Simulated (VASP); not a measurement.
Wanted: the native input for a VASP 6.6.1 run.

* Task: single point
* Functional: PBE
* Potentials or basis: VASP PAW PBE potentials, release 64 (B, C)
* Cutoff: 600 eV
* k mesh: 6 × 6 × 4
* Occupations: gaussian, width 0.2 eV
* Spin: no spin polarisation
* Dipole correction: no
* Further INCAR settings: ALGO = Normal; EDIFF = 1e-06; NBANDS = 28

The structure of B3C2 lies in POSCAR:

```
B3C2
1.0
    5.0644539219      0.0000000000      0.0000000000
   -2.5322269610      4.3859457527      0.0000000000
    0.0000000000      0.0000000000      9.1014206972
B C
6 4
Direct
    0.5000000000      0.0000000000      0.0000000000
    0.5000000000      0.0000000000      0.5000000000
    1.0000000000      0.5000000000      0.0000000000
    1.0000000000      0.5000000000      0.5000000000
    0.5000000000      0.5000000000      0.0000000000
    0.5000000000      0.5000000000      0.5000000000
    0.3333333333      0.6666666667      0.0000000000
    0.3333333333      0.6666666667      0.5000000000
    0.6666666667      0.3333333333      0.0000000000
    0.6666666667      0.3333333333      0.5000000000
```

One way to write it, as run:

INCAR

```
PREC = Accurate
ENCUT = 600
EDIFF = 1E-6
ISMEAR = 0
SIGMA = 0.2
LREAL = F
LASPH = T
NELM = 120
ALGO = Normal
ISIF = 2
LWAVE = F
LCHARG = T
GGA = PE
LELF = T
LVHAR = T
NBANDS = 28
GGA_COMPAT = F
```

KPOINTS

```
Automatic mesh
0
Gamma
  6 6 4
```

Potentials or basis: VASP PAW PBE potentials, release 64 (B, C).

Launch:

```bash
$ cat potpaw_PBE.64/B/POTCAR potpaw_PBE.64/C/POTCAR > POTCAR
$ mpirun -np 1 vasp_std > vasp.out
```

Results of the run:

| Property | Result |
| --- | --- |
| Pressure | -0.1 GPa |
| Band gap on the k mesh | zero (bands 17 and 18 overlap by 1.31 eV) |

Caveat: this functional lacks dispersion, which binds the layers, so the pressure and a relaxed spacing across them are unreliable.

Run time: 2.3 min on 1 thread of Intel(R) Xeon(R) Platinum 8259CL CPU @ 2.50GHz (Skylake/Cascade Lake), with other jobs on the host, peak memory 0.4 GiB.
